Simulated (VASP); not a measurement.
Here is a VASP 6.6.1 calculation.

INCAR

```
SYSTEM = BP
ALGO = Normal
DIPOL = 0.5 0.5 0.500
EDIFF = 1E-6
ENCUT = 420
GGA = PS
GGA_COMPAT = .FALSE.
IDIPOL = 3
ISIF = 2
ISMEAR = 0
IVDW = 13
LASPH = .TRUE.
LCHARG = .FALSE.
LDIPOL = .TRUE.
LREAL = .FALSE.
LWAVE = .FALSE.
NBANDS = 11
NELM = 120
NELMDL = -8
PREC = Accurate
SIGMA = 0.03
```

The input KPOINTS:

```
k-points
0
G
  12 12 1
  0 0 0
```

Contents of POSCAR:

```
BP
1.0
    3.2000000000      0.0000000000      0.0000000000
   -1.6000000000      2.7712812921      0.0000000000
    0.0000000000      0.0000000000     14.0000000000
B P
1 1
Direct
    0.3333330000      0.6666670000      0.5000000000
    0.6666670000      0.3333330000      0.5000000000
```

Potentials or basis: VASP PAW PBE potentials, release 64 (B, P).

Command:

```console
$ cat potpaw_PBE.64/B/POTCAR potpaw_PBE.64/P/POTCAR > POTCAR
$ mpirun -np 1 vasp_std > vasp.out
```

(1) Estimate the dispersion energy per atom.

(2) What does it give for the band gap on the k mesh?

Results:

(1) -0.070 eV.

(2) 0.87 eV.
